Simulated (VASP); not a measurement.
# O (P6/mmm) in VASP: single point with LDA

Aim: the single point of O with LDA.

Program: VASP 6.6.1. These are calculated values, not measurements. Logs are shortened: lines on timing, memory, paths and dates and some standing lists are left out, and cuts for length are marked.

## (1) The cell of the first run

The structure is hexagonal, space group P6/mmm (No. 191). Conventional cell: a = 2.919 Å, b = 2.919 Å, c = 4.713 Å, α = 90.00°, β = 90.00°, γ = 120.00°. O (site symmetry 6/mmm) has 6 O at 2.92 Å within 3.8 Å.

## (2) Single point, LDA

Contents of INCAR:

```
SYSTEM = O
PREC = Accurate ; ENCUT = 520
EDIFF = 1E-6 ; ISMEAR = 1
SIGMA = 0.05 ; LREAL = .False.
LASPH = .True. ; NELM = 80
ALGO = Normal ; ISIF = 2
LWAVE = .False. ; LCHARG = .True.
GGA = CA ; LELF = .True.
LVHAR = .True. ; NBANDS = 9
```

Contents of KPOINTS:

```
Automatic mesh
0
Gamma
  9 9 5
  0 0 0
```

Contents of POSCAR:

```
O
1.0
    2.9194000000      0.0000000000      0.0000000000
   -1.4597000000      2.5282700000      0.0000000000
    0.0000000000      0.0000000000      4.7130000000
O
1
Direct
    0.0000000000      0.0000000000      0.0000000000
```

Potentials or basis: VASP PAW LDA potentials, release 64 (O).

Launch:

```sh
cat potpaw_LDA.64/O/POTCAR > POTCAR
mpirun -np 1 vasp_std > vasp.out
```

OUTCAR:

```text
SYSTEM = O
   PREC = Accurate
   ENCUT = 520
   EDIFF = 1E-6
   ISMEAR = 1
   LREAL = .False.
   LASPH = .True.
   NELM = 80
   ISIF = 2
   GGA = CA

 ion  position               nearest neighbor table
   1  0.000  0.000  0.000-

  LATTYP: Found a hexagonal cell.
 ALAT       =     2.9194000000
 C/A-ratio  =     1.6143728163

  Lattice vectors:

 A1 = (   2.9194000000,   0.0000000000,   0.0000000000)
 A2 = (  -1.4597000000,   2.5282700000,   0.0000000000)
 A3 = (   0.0000000000,   0.0000000000,   4.7130000000)

Analysis of symmetry for initial positions (statically):
=====================================================================
 Subroutine PRICEL returns:
 Original cell was already a primitive cell.

 Routine SETGRP: Setting up the symmetry group for a
 hexagonal supercell.

 Subroutine GETGRP returns: Found 24 space group operations
 (whereof 24 operations were pure point group operations)
 out of a pool of 24 trial point group operations.

The static configuration has the point symmetry D_6h.

Analysis of symmetry for dynamics (positions and initial velocities):
=====================================================================
 Subroutine PRICEL returns:
 Original cell was already a primitive cell.

 Routine SETGRP: Setting up the symmetry group for a
 hexagonal supercell.

 Subroutine GETGRP returns: Found 24 space group operations
 (whereof 24 operations were pure point group operations)
 out of a pool of 24 trial point group operations.

The dynamic configuration has the point symmetry D_6h.

 Subroutine INISYM returns: Found 24 space group operations
 (whereof 24 operations are pure point group operations),
 and found     1 'primitive' translations

----------------------------------------------------------------------------------------

                                     Primitive cell

  volume of cell :      34.7868

  direct lattice vectors                    reciprocal lattice vectors
     2.919400000  0.000000000  0.000000000     0.342536138  0.197763688  0.000000000
    -1.459700000  2.528270000  0.000000000     0.000000000  0.395527376  0.000000000
     0.000000000  0.000000000  4.713000000     0.000000000  0.000000000  0.212179079

  length of vectors
     2.919400000  2.919396048  4.713000000     0.395526841  0.395527376  0.212179079

  position of ions in fractional coordinates (direct lattice)
     0.000000000  0.000000000  0.000000000

  ion indices of the primitive-cell ions
   primitive index   ion index
                 1           1

----------------------------------------------------------------------------------------

 KPOINTS: Automatic mesh

Automatic generation of k-mesh.
 Grid dimensions read from file:
 generate k-points for:    9    9    5

 Generating k-lattice:

  Cartesian coordinates                     Fractional coordinates (reciprocal lattice)
     0.038059571  0.021973743  0.000000000     0.111111111  0.000000000  0.000000000
     0.000000000  0.043947486  0.000000000     0.000000000  0.111111111  0.000000000
     0.000000000  0.000000000  0.042435816     0.000000000  0.000000000  0.200000000

  Length of vectors
     0.043947427  0.043947486  0.042435816

  Shift w.r.t. Gamma in fractional coordinates (k-lattice)
     0.000000000  0.000000000  0.000000000

 Subroutine IBZKPT returns following result:
 ===========================================

 Found     36 irreducible k-points:

 Following reciprocal coordinates:
            Coordinates               Weight
  0.000000  0.000000  0.000000      1.000000
  0.111111 -0.000000  0.000000      6.000000
  0.222222 -0.000000  0.000000      6.000000
  0.333333  0.000000  0.000000      6.000000
  0.444444 -0.000000  0.000000      6.000000
  0.111111  0.111111  0.000000      6.000000
[... 16 lines left out ...]
  0.333333  0.222222  0.200000     24.000000
  0.333333  0.333333  0.200000      4.000000
 [... further k-points ...]
   k-points           NKPTS =     36   k-points in BZ     NKDIM =     36   number of bands    NBANDS=      9
   number of dos      NEDOS =    301   number of ions     NIONS =      1
   total plane-waves  NPLWV =  20736
   dimension x,y,z NGX =    24 NGY =   24 NGZ =   36
   dimension x,y,z NGXF=    48 NGYF=   48 NGZF=   72
   ions per type =               1
   NGX,Y,Z   is equivalent  to a cutoff of  13.67, 13.67, 12.70 a.u.
   NGXF,Y,Z  is equivalent  to a cutoff of  27.33, 27.33, 25.40 a.u.
 SYSTEM =  O
   PREC   = accura    normal or accurate (medium, high low for compatibility)
   ISTART =      0    job   : 0-new  1-cont  2-samecut
   ICHARG =      2    charge: 1-file 2-atom 10-const
   ISPIN  =      1    spin polarized calculation?
   LNONCOLLINEAR =      F non collinear calculations
   LSORBIT =      F    spin-orbit coupling
   LASPH  =      T    aspherical Exc in radial PAW
   ENCUT  =  520.0 eV  38.22 Ry    6.18 a.u.   5.43  5.43  8.76*2*pi/ulx,y,z
   NELM   =     80;   NELMIN=  2; NELMDL= -5     # of ELM steps
   EDIFF  = 0.1E-05   stopping-criterion for ELM
   LREAL  =      F    real-space projection
   EDIFFG = 0.1E-04   stopping-criterion for IOM
   NSW    =      0    number of steps for IOM
   IBRION =     -1    ionic relax: 0-MD 1-quasi-New 2-CG
   NFREE  =      0    steps in history (QN), initial steepest desc. (CG)
   ISIF   =      2    stress and relaxation
   ISYM   =      2    0-nonsym 1-usesym 2-fastsym
   POTIM  = 0.5000    time-step for ionic-motion
   TEBEG  =    0.0;   TEEND  =   0.0 temperature during run
   PSTRESS=    0.0 pullay stress
   NELECT =       6.0000    total number of electrons
   NUPDOWN=      -1.0000    fix difference up-down
   EMIN   =  10.00;   EMAX   =-10.00  energy-range for DOS
   EFERMI =   0.00;   METHOD = LEGACY
   ISMEAR =     1;   SIGMA  =   0.05  broadening in eV -4-tet -1-fermi 0-gaus
   EFERMI_NEDOS =   21; number of points for ismear=-14 and -15
   IALGO  =     38    algorithm
   IMIX   =      4    mixing-type and parameters
     AMIX     =   0.40;   BMIX     =  1.00
     AMIX_MAG =   1.60;   BMIX_MAG =  1.00
  volume/ion in A,a.u.               =      34.79       234.75
  Fermi-wavevector in a.u.,A,eV,Ry     =   0.911284  1.722077 11.298802  0.830439
  Thomas-Fermi vector in A             =   2.035545
   LORBIT       =      0    0 simple, 1 ext, 2 COOP (PROOUT), +10 PAW based schemes
   GGA     = CA    functional components
   LHFCALC =     F    Hartree Fock is set to
   AEXX    =    0.0000 exact exchange contribution
   IVDW    =     0    specifies the selected vdW correction
   LEPSILON=     F    determine dielectric tensor
   LRPA    =     F    only Hartree local field effects (RPA)
 non-spin polarized calculation
 Methfessel and Paxton  Order N= 1 SIGMA  =   0.05
  energy-cutoff  :      520.00
  volume of cell :       34.79
 maximum number of plane-waves:       960
 NGX is ok and might be reduce to    24
   NGX = 11   NGY = 11   NGZ = 17

 number of electron       5.9999997 magnetization

 Free energy of the ion-electron system (eV)
  ---------------------------------------------------
  ext. energy  EPLUGINS =         0.00000000
  ---------------------------------------------------
  free energy    TOTEN  =        -1.08003279 eV

  energy without entropy =       -1.07880541  energy(sigma->0) =       -1.07962366

 E-fermi :  -7.2619     XC(G=0):  -5.6709

 val. band max:       -7.2681616802   @ k =   0.4444  -0.0000   0.2000
 cond. band min:      -7.2582381656   @ k =   0.4444   0.1111   0.4000
 fundamental gap:      0.0099235147
 Fermi energy:        -7.2619436628

 k-point     1 :       0.0000    0.0000    0.0000
  band No.  band energies     occupation
      1     -22.5555      2.00000
      2      -7.7692      2.00000
      3      -6.7408     -0.00000
      4      -6.7408     -0.00000
      5       0.8249      0.00000
      6       7.4917      0.00000
      7       7.8427      0.00000
      8      18.2567      0.00000
      9      18.2567      0.00000

 k-point     2 :       0.1111   -0.0000    0.0000
  band No.  band energies     occupation
      1     -22.4948      2.00000
      2      -7.7094      2.00000
      3      -7.0085     -0.00000
      4      -6.7879     -0.00000
      5       1.1631      0.00000
      6       7.6086      0.00000
      7       8.2056      0.00000
      8      15.7533      0.00000
      9      18.3373      0.00000

 k-point     3 :       0.2222   -0.0000    0.0000
  band No.  band energies     occupation
      1     -22.3364      2.00000
      2      -7.6397      2.00000
      3      -7.5550      2.00000
      4      -6.9050     -0.00000
      5       2.1058      0.00000
      6       7.9697      0.00000
      7       9.1585      0.00000
      8      12.8210      0.00000
      9      17.3631      0.00000

 k-point     4 :       0.3333    0.0000    0.0000
  band No.  band energies     occupation
      1     -22.1473      2.00000
      2      -8.3003      2.00000
      3      -7.3740      2.00680
      4      -7.0348     -0.00000
      5       3.5456      0.00000
      6       8.5794      0.00000
      7      10.0712      0.00000
      8      10.4258      0.00000
      9      15.0403      0.00000

 k-point     5 :       0.4444   -0.0000    0.0000
  band No.  band energies     occupation
      1     -22.0181      2.00000
      2      -8.7092      2.00000
      3      -7.2525      0.68545
      4      -7.1177     -0.00035
      5       5.4133      0.00000
      6       7.6544      0.00000
      7       9.2664      0.00000
      8      11.2687      0.00000
      9      13.4254      0.00000

 k-point     6 :       0.1111    0.1111    0.0000
  band No.  band energies     occupation
      1     -22.3851      2.00000
      2      -7.6023      2.00000
      3      -7.4306      2.00002
      4      -6.8963     -0.00000
      5       1.8021      0.00000
      6       7.8498      0.00000
      7       8.8665      0.00000
      8      13.7222      0.00000
      9      17.0237      0.00000
[... 169 lines left out ...]
 k-point    21 :       0.4444    0.1111    0.2000
  band No.  band energies     occupation
      1     -21.9834      2.00000
      2      -8.6827      2.00000
      3      -7.2999      1.95765
      4      -7.2352      0.22326
      5       6.6430      0.00000
      6       6.9305      0.00000
      7       9.3617      0.00000
      8      10.5675      0.00000
      9      13.2479      0.00000

 k-point    22 :       0.2222    0.2222    0.2000
  band No.  band energies     occupation
      1     -22.0617      2.00000
      2      -8.3119      2.00000
      3      -7.4024      2.00052
      4      -7.3124      2.05192
      5       4.5520      0.00000
      6       8.2892      0.00000
      7      10.2676      0.00000
      8      11.2053      0.00000
      9      13.4319      0.00000

 k-point    23 :       0.3333    0.2222    0.2000
  band No.  band energies     occupation
      1     -21.9623      2.00000
      2      -8.4488      2.00000
      3      -7.6705      2.00000
      4      -7.2154     -0.03291
      5       6.3176      0.00000
      6       8.4356      0.00000
      7       9.4672      0.00000
      8      10.5039      0.00000
      9      11.8525      0.00000

 k-point    24 :       0.3333    0.3333    0.2000
  band No.  band energies     occupation
      1     -21.9278      2.00000
      2      -8.1386      2.00000
      3      -8.1386      2.00000
      4      -7.1824     -0.04699
      5       7.9513      0.00000
      6       7.9513      0.00000
      7       9.1707      0.00000
      8      10.5735      0.00000
      9      10.5735      0.00000

 [... further k-points ...]
[... 5 lines left out ...]
  --------------------------------------------------------------------------------------
  -------------------------------------------------------------------------------------
  Total       -2.5103573     -2.5103483     -0.0526491      0.0000000     -0.0000000      0.0000000
  in kB     -115.6196453   -115.6192279     -2.4248600      0.0000000     -0.0000000      0.0000000
  external PRESSURE =     -77.8879111 kB  Pullay stress =       0.0000000 kB

 VOLUME and BASIS-vectors are now :
 -----------------------------------------------------------------------------
  energy-cutoff  :      520.00
  volume of cell :       34.79
      direct lattice vectors                 reciprocal lattice vectors
     2.919400000  0.000000000  0.000000000     0.342536138  0.197763688  0.000000000
    -1.459700000  2.528270000  0.000000000     0.000000000  0.395527376  0.000000000
     0.000000000  0.000000000  4.713000000     0.000000000  0.000000000  0.212179079

 POSITION                                       TOTAL-FORCE (eV/Angst)
 -----------------------------------------------------------------------------------
      0.00000      0.00000      0.00000         0.000000      0.000000      0.000000
 -----------------------------------------------------------------------------------
    total drift:                                0.000000     -0.000000      0.000000

  FREE ENERGIE OF THE ION-ELECTRON SYSTEM (eV)
  ---------------------------------------------------
  free  energy   TOTEN  =        -1.0800327883 eV

  energy  without entropy=       -1.0788054053  energy(sigma->0) =       -1.07962366
```

It took 3.4 s on 1 thread of Intel Xeon 6975P-C (Granite Rapids), shared host; peak memory 0.13 GiB.

Results:

| Quantity | Value |
| --- | --- |
| Free energy | -1.0800 eV |
| Pressure | -7.8 GPa |
| Band gap on the k mesh | zero (band 3 reaches -6.74 eV, above the bottom of band 4 at -7.34 eV) |

Levels at points of the mesh, in eV from the Fermi level:
```
           k point  band 1  band 2  band 3  band 4  band 5  band 6  band 7  band 8
(0.00, 0.00, 0.00)  -15.29   -0.51    0.52    0.52    8.09   14.75   15.10   25.52
```
